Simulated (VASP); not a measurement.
# SiO2 (P2_13) in VASP: a series of runs

Runs on SiO2. Level: PBE. Tasks: electric field gradients.

Program: VASP 6.6.1. These are calculated values, not measurements. Logs are shortened: lines on timing, memory, paths and dates and some standing lists are left out, and cuts for length are marked.

**1. The cell of the first run**

It takes space group P2_13 (No. 198, cubic). The conventional cell has a = 6.962 Å, b = 6.962 Å, c = 6.962 Å, α = 90.00°, β = 90.00°, γ = 90.00°. Within 2.1 Å of Si (site symmetry 3) lie 4 O at 1.58 to 1.60 Å. Within 2.1 Å of Si (site symmetry 3) lie 4 O at 1.59 to 1.60 Å. O (site symmetry 1) has 2 Si at 1.60 Å within 2.1 Å. Within 2.1 Å of O (site symmetry 3) lie 2 Si at 1.58 to 1.59 Å.

**2. Electric field gradients, PBE (14.06 Å³/atom)**

The input, INCAR:

```
SYSTEM = SiO2
  PREC = Accurate
  ENCUT = 520
  EDIFF = 1E-8
  ISMEAR = -1
  SIGMA = 0.02
  LREAL = Auto
  LASPH = .True.
  NELM = 60
  ALGO = Normal
  ISIF = 2
  LWAVE = .False.
  LCHARG = .False.
  GGA = PE
  LEFG = .True.
  NBANDS = 82
```

The input, KPOINTS:

```
regular mesh
0
Gamma
  3 3 3
  0 0 0
```

The input, POSCAR:

```
SiO2
1.0
    6.9616990733      0.0000000000      0.0000000000
    0.0000000000      6.9616990733      0.0000000000
    0.0000000000      0.0000000000      6.9616990733
Si O
8 16
Direct
    0.9771259885      0.5228740115      0.4771259885
    0.5228740115      0.4771259885      0.9771259885
    0.4771259885      0.9771259885      0.5228740115
    0.0228740115      0.0228740115      0.0228740115
    0.7141775776      0.7858224224      0.2141775776
    0.7858224224      0.2141775776      0.7141775776
    0.2141775776      0.7141775776      0.7858224224
    0.2858224224      0.2858224224      0.2858224224
    0.8607175071      0.3328254486      0.5326132099
    0.3607175071      0.1671745514      0.4673867901
    0.1392824929      0.8328254486      0.9673867901
    0.1671745514      0.4673867901      0.3607175071
    0.9673867901      0.1392824929      0.8328254486
    0.4673867901      0.3607175071      0.1671745514
    0.3328254486      0.5326132099      0.8607175071
    0.5326132099      0.8607175071      0.3328254486
    0.1541929604      0.1541929604      0.1541929604
    0.3458070396      0.8458070396      0.6541929604
    0.6541929604      0.3458070396      0.8458070396
    0.8458070396      0.6541929604      0.3458070396
    0.6392824929      0.6671745514      0.0326132099
    0.0326132099      0.6392824929      0.6671745514
    0.6671745514      0.0326132099      0.6392824929
    0.8328254486      0.9673867901      0.1392824929
```

Potentials or basis: VASP PAW PBE potentials, release 64 (Si, O).

The run is started by

```console
> cat potpaw_PBE.64/Si/POTCAR potpaw_PBE.64/O/POTCAR > POTCAR
> mpirun -np 1 vasp_std > vasp.out
```

OUTCAR:

```text
SYSTEM = SiO2
   PREC = Accurate
   ENCUT = 520
   EDIFF = 1E-8
   ISMEAR = -1
   LREAL = Auto
   LASPH = .True.
   NELM = 60
   ISIF = 2
   GGA = PE

 ion  position               nearest neighbor table
   1  0.977  0.523  0.477-  20 1.58  12 1.60   9 1.60  22 1.60   7 3.02   8 3.02   6 3.02
   2  0.523  0.477  0.977-  19 1.58  15 1.60  14 1.60  21 1.60   7 3.02   8 3.02   5 3.02
   3  0.477  0.977  0.523-  18 1.58  16 1.60  10 1.60  23 1.60   6 3.02   8 3.02   5 3.02
   4  0.023  0.023  0.023-  17 1.58  13 1.60  11 1.60  24 1.60   6 3.02   7 3.02   5 3.02
   5  0.714  0.786  0.214-  20 1.59  16 1.60  21 1.60  24 1.60   3 3.02   4 3.02   2 3.02
   6  0.786  0.214  0.714-  19 1.59  13 1.60   9 1.60  23 1.60   3 3.02   4 3.02   1 3.02
   7  0.214  0.714  0.786-  18 1.59  15 1.60  11 1.60  22 1.60   2 3.02   4 3.02   1 3.02
   8  0.286  0.286  0.286-  17 1.59  12 1.60  14 1.60  10 1.60   2 3.02   3 3.02   1 3.02
   9  0.861  0.333  0.533-   6 1.60   1 1.60
  10  0.361  0.167  0.467-   8 1.60   3 1.60
  11  0.139  0.833  0.967-   7 1.60   4 1.60
  12  0.167  0.467  0.361-   8 1.60   1 1.60
  13  0.967  0.139  0.833-   6 1.60   4 1.60
  14  0.467  0.361  0.167-   8 1.60   2 1.60
[... 8 lines left out ...]
  23  0.667  0.033  0.639-   6 1.60   3 1.60
  24  0.833  0.967  0.139-   5 1.60   4 1.60

  LATTYP: Found a simple cubic cell.
 ALAT       =     6.9616990733

  Lattice vectors:

 A1 = (   6.9616990733,   0.0000000000,   0.0000000000)
 A2 = (   0.0000000000,   6.9616990733,   0.0000000000)
 A3 = (   0.0000000000,   0.0000000000,   6.9616990733)

Analysis of symmetry for initial positions (statically):
=====================================================================
 Subroutine PRICEL returns:
 Original cell was already a primitive cell.

 Routine SETGRP: Setting up the symmetry group for a
 simple cubic supercell.

 Subroutine GETGRP returns: Found 12 space group operations
 (whereof  3 operations were pure point group operations)
 out of a pool of 48 trial point group operations.

The static configuration has the point symmetry C_3 .
 The point group associated with its full space group is T   .

Analysis of symmetry for dynamics (positions and initial velocities):
=====================================================================
 Subroutine PRICEL returns:
 Original cell was already a primitive cell.

 Routine SETGRP: Setting up the symmetry group for a
 simple cubic supercell.

 Subroutine GETGRP returns: Found 12 space group operations
 (whereof  3 operations were pure point group operations)
 out of a pool of 48 trial point group operations.

The dynamic configuration has the point symmetry C_3 .
 The point group associated with its full space group is T   .

 Subroutine INISYM returns: Found 12 space group operations
 (whereof  3 operations are pure point group operations),
 and found     1 'primitive' translations

----------------------------------------------------------------------------------------

                                     Primitive cell

  volume of cell :     337.4005

  direct lattice vectors                    reciprocal lattice vectors
     6.961699073  0.000000000  0.000000000     0.143643095  0.000000000  0.000000000
     0.000000000  6.961699073  0.000000000     0.000000000  0.143643095  0.000000000
     0.000000000  0.000000000  6.961699073     0.000000000  0.000000000  0.143643095

  length of vectors
     6.961699073  6.961699073  6.961699073     0.143643095  0.143643095  0.143643095

  position of ions in fractional coordinates (direct lattice)
     0.977125988  0.522874012  0.477125988
     0.522874012  0.477125988  0.977125988
     0.477125988  0.977125988  0.522874012
     0.022874012  0.022874012  0.022874012
     0.714177578  0.785822422  0.214177578
     0.785822422  0.214177578  0.714177578
[... 16 lines left out ...]
     0.667174551  0.032613210  0.639282493
     0.832825449  0.967386790  0.139282493

  ion indices of the primitive-cell ions
   primitive index   ion index
                 1           1
                 2           2
                 3           3
                 4           4
                 5           5
                 6           6
[... 78 lines left out ...]
   TEBEG  =    0.0;   TEEND  =   0.0 temperature during run
   PSTRESS=    0.0 pullay stress
   NELECT =     128.0000    total number of electrons
   NUPDOWN=      -1.0000    fix difference up-down
   EMIN   =  10.00;   EMAX   =-10.00  energy-range for DOS
   EFERMI =   0.00;   METHOD = LEGACY
   ISMEAR =    -1;   SIGMA  =   0.02  broadening in eV -4-tet -1-fermi 0-gaus
   EFERMI_NEDOS =   21; number of points for ismear=-14 and -15
   IALGO  =     38    algorithm
   IMIX   =      4    mixing-type and parameters
     AMIX     =   0.40;   BMIX     =  1.00
     AMIX_MAG =   1.60;   BMIX_MAG =  1.00
  volume/ion in A,a.u.               =      14.06        94.87
  Fermi-wavevector in a.u.,A,eV,Ry     =   1.185122  2.239555 19.109562  1.404513
  Thomas-Fermi vector in A             =   2.321322
   LORBIT       =      0    0 simple, 1 ext, 2 COOP (PROOUT), +10 PAW based schemes
   GGA     = PE    functional components
   LHFCALC =     F    Hartree Fock is set to
   AEXX    =    0.0000 exact exchange contribution
   IVDW    =     0    specifies the selected vdW correction
   LEPSILON=     F    determine dielectric tensor
   LRPA    =     F    only Hartree local field effects (RPA)
 non-spin polarized calculation
  energy-cutoff  :      520.00
  volume of cell :      337.40
 maximum number of plane-waves:      9084
 NGX is ok and might be reduce to    54
   NGX = 25   NGY = 25   NGZ = 25

 number of electron     128.0000015 magnetization

 Free energy of the ion-electron system (eV)
  ---------------------------------------------------
  ext. energy  EPLUGINS =         0.00000000
  ---------------------------------------------------
  free energy    TOTEN  =      -189.09222461 eV

  energy without entropy =     -189.09222461  energy(sigma->0) =     -189.09222461

 E-fermi :   0.6408     XC(G=0):  -8.4654

 val. band max:        0.1047196614   @ k =   0.3333   0.3333   0.3333
 cond. band min:       6.1366260549   @ k =   0.0000   0.0000   0.0000
 fundamental gap:      6.0319063935
 Fermi energy:         0.6407584016

 k-point     1 :       0.0000    0.0000    0.0000
  band No.  band energies     occupation
      1     -19.3608      2.00000
      2     -18.4139      2.00000
      3     -18.4139      2.00000
      4     -18.4139      2.00000
      5     -18.3882      2.00000
      6     -18.3882      2.00000
[... 305 lines left out ...]
     75      10.1103      0.00000
     76      10.3027      0.00000
 [bands above 76 left out]

------------------------ aborting loop because EDIFF is reached ----------------------------------------

  FORCE on cell =-STRESS in cart. coord.  units (eV):
  Direction    XX          YY          ZZ          XY          YZ          ZX
  --------------------------------------------------------------------------------------
  -------------------------------------------------------------------------------------
  Total       22.4324353     22.4324353     22.4324353      0.0000000     -0.0000000     -0.0000000
  in kB      106.5224794    106.5224794    106.5224794      0.0000000     -0.0000000     -0.0000000
  external PRESSURE =     106.5224794 kB  Pullay stress =       0.0000000 kB

 VOLUME and BASIS-vectors are now :
 -----------------------------------------------------------------------------
  energy-cutoff  :      520.00
  volume of cell :      337.40
      direct lattice vectors                 reciprocal lattice vectors
     6.961699073  0.000000000  0.000000000     0.143643095  0.000000000  0.000000000
     0.000000000  6.961699073  0.000000000     0.000000000  0.143643095  0.000000000
     0.000000000  0.000000000  6.961699073     0.000000000  0.000000000  0.143643095

 POSITION                                       TOTAL-FORCE (eV/Angst)
 -----------------------------------------------------------------------------------
      6.80246      3.64009      3.32161        -0.024839      0.024839     -0.024839
      3.64009      3.32161      6.80246         0.024839     -0.024839     -0.024839
      3.32161      6.80246      3.64009        -0.024839     -0.024839      0.024839
      0.15924      0.15924      0.15924         0.024839      0.024839      0.024839
      4.97189      5.47066      1.49104        -0.057821      0.057821     -0.057821
      5.47066      1.49104      4.97189         0.057821     -0.057821     -0.057821
[... 16 lines left out ...]
      4.64467      0.22704      4.45049         0.276828     -0.531823      0.156831
      5.79788      6.73466      0.96964        -0.276828      0.531823      0.156831
 -----------------------------------------------------------------------------------
    total drift:                               -0.000000      0.000000     -0.000000

  FREE ENERGIE OF THE ION-ELECTRON SYSTEM (eV)
  ---------------------------------------------------
  free  energy   TOTEN  =      -189.0922246075 eV

  energy  without entropy=     -189.0922246075  energy(sigma->0) =     -189.09222461

 Electric field gradients (V/A^2)
---------------------------------------------------------------------
 ion       V_xx      V_yy      V_zz      V_xy      V_xz      V_yz
---------------------------------------------------------------------
   1       0.000     0.000     0.000     1.120    -1.120     1.120
   2       0.000     0.000    -0.000     1.120     1.120    -1.120
   3       0.000     0.000     0.000    -1.120     1.120     1.120
   4       0.000     0.000    -0.000    -1.120    -1.120    -1.120
   5      -0.000     0.000     0.000    -2.077     2.077    -2.077
   6      -0.000     0.000     0.000    -2.077    -2.077     2.077
[... 16 lines left out ...]
  23      20.241     2.078   -22.320    43.662    43.288    28.400
  24      20.241     2.078   -22.320    43.662   -43.288   -28.400
---------------------------------------------------------------------

 Electric field gradients after diagonalization (V/A^2)
 (convention: |V_zz| > |V_xx| > |V_yy|)
----------------------------------------------------------------------
 ion       V_xx      V_yy      V_zz     asymmetry (V_yy - V_xx)/ V_zz
----------------------------------------------------------------------
   1       1.120     1.120    -2.239       0.000
   2       1.120     1.120    -2.239       0.000
   3       1.120     1.120    -2.239       0.000
   4       1.120     1.120    -2.239       0.000
   5      -2.077    -2.077     4.155       0.000
   6      -2.077    -2.077     4.155       0.000
[... 16 lines left out ...]
  23     -49.320   -32.071    81.392       0.212
  24     -49.320   -32.071    81.392       0.212
----------------------------------------------------------------------

           NMR quadrupolar parameters

 Cq : quadrupolar parameter    Cq=e*Q*V_zz/h
 eta: asymmetry parameters     (V_yy - V_xx)/ V_zz
 Q  : nuclear electric quadrupole moment in mb (millibarn)
----------------------------------------------------------------------
 ion       Cq(MHz)       eta       Q (mb)
----------------------------------------------------------------------
   1      -0.005       0.000       1.000
   2      -0.005       0.000       1.000
   3      -0.005       0.000       1.000
   4      -0.005       0.000       1.000
   5       0.010       0.000       1.000
   6       0.010       0.000       1.000
[... 16 lines left out ...]
  23       0.197       0.212       1.000
  24       0.197       0.212       1.000
----------------------------------------------------------------------
```

Wall time 4.6 min (1 thread of Intel Xeon Platinum 8559C (Emerald Rapids), shared host); peak memory 0.41 GiB.

What came out:

```yaml
Free_energy: -189.0922 eV
Pressure: 10.7 GPa
Largest_force: 0.620 eV/Å
Band_gap_on_the_k_mesh: 6.03 eV (least direct gap 6.04 eV)
Largest_electric_field_gradient_by_atom: Si -2.2, +4.2 (each value once); O +81.4, +90.8 (each value once) V/Å²
```

Forces in eV/Å, atoms in the order of the input:
```
Si  -0.025  0.025 -0.025
Si   0.025 -0.025 -0.025
Si  -0.025 -0.025  0.025
Si   0.025  0.025  0.025
Si  -0.058  0.058 -0.058
Si   0.058 -0.058 -0.058
Si  -0.058 -0.058  0.058
Si   0.058  0.058  0.058
O   -0.157 -0.277 -0.532
O   -0.157  0.277  0.532
O    0.157 -0.277  0.532
O    0.277  0.532 -0.157
O    0.532  0.157 -0.277
O    0.532 -0.157  0.277
O   -0.277 -0.532 -0.157
O   -0.532 -0.157 -0.277
O    0.035  0.035  0.035
O   -0.035 -0.035  0.035
O    0.035 -0.035 -0.035
O   -0.035  0.035 -0.035
O    0.157  0.277 -0.532
O   -0.532  0.157  0.277
O    0.277 -0.532  0.157
O   -0.277  0.532  0.157
```

Electric field gradients, principal values (V/Å²):
```tsv
atom	least	middle	greatest (by size)
1 Si	1.120	1.120	-2.239
2 Si	1.120	1.120	-2.239
3 Si	1.120	1.120	-2.239
4 Si	1.120	1.120	-2.239
5 Si	-2.077	-2.077	4.155
6 Si	-2.077	-2.077	4.155
7 Si	-2.077	-2.077	4.155
8 Si	-2.077	-2.077	4.155
9 O	-32.071	-49.320	81.392
10 O	-32.071	-49.320	81.392
11 O	-32.071	-49.320	81.392
12 O	-32.071	-49.320	81.392
13 O	-32.071	-49.320	81.392
14 O	-32.071	-49.320	81.392
15 O	-32.071	-49.320	81.392
16 O	-32.071	-49.320	81.392
17 O	-45.395	-45.395	90.789
18 O	-45.395	-45.395	90.789
19 O	-45.395	-45.395	90.789
20 O	-45.395	-45.395	90.789
21 O	-32.071	-49.320	81.392
22 O	-32.071	-49.320	81.392
23 O	-32.071	-49.320	81.392
24 O	-32.071	-49.320	81.392
```

Caveat: the cell stands under pressure; without QUAD_EFG the Cq values of the log hold for a quadrupole moment of 1 mb, not for the nuclei.

(Part 1 of 3 ends here.)
